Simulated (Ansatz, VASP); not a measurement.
**Li2S in VASP and in Ansatz**

```
Li S
1.0
     0.00000    2.89047    2.89047
     2.89047    0.00000    2.89047
     2.89047    2.89047    0.00000
Li S
2 1
Direct
  0.25000 0.25000 0.25000
  0.75000 0.75000 0.75000
  0.00000 0.00000 0.00000
```

Alike in both runs: functional RPBE; k mesh 6 × 6 × 6; no spin polarisation.

Ansatz relaxed the structure, and its values are those at the end. VASP's run is a single point on that final structure, the one shown.

|  | VASP | Ansatz |
| --- | --- | --- |
| version | VASP 6.6.1 | Ansatz 0.2.0 |
| potentials or method | VASP PAW PBE potentials, release 64 (Li_sv, S) | plane waves, PAW |
| plane-wave cutoff (eV) | 750 | 420 |
| occupations | gaussian, width 0.01 eV | fixed |
| valence electrons in the cell | 12 | 12 |

Ansatz gave:

* pressure (GPa): 0.0

Problem. Which values does VASP return?

Solution. Pressure (GPa): -0.2.

VASP's potentials were made for PBE, not for RPBE.
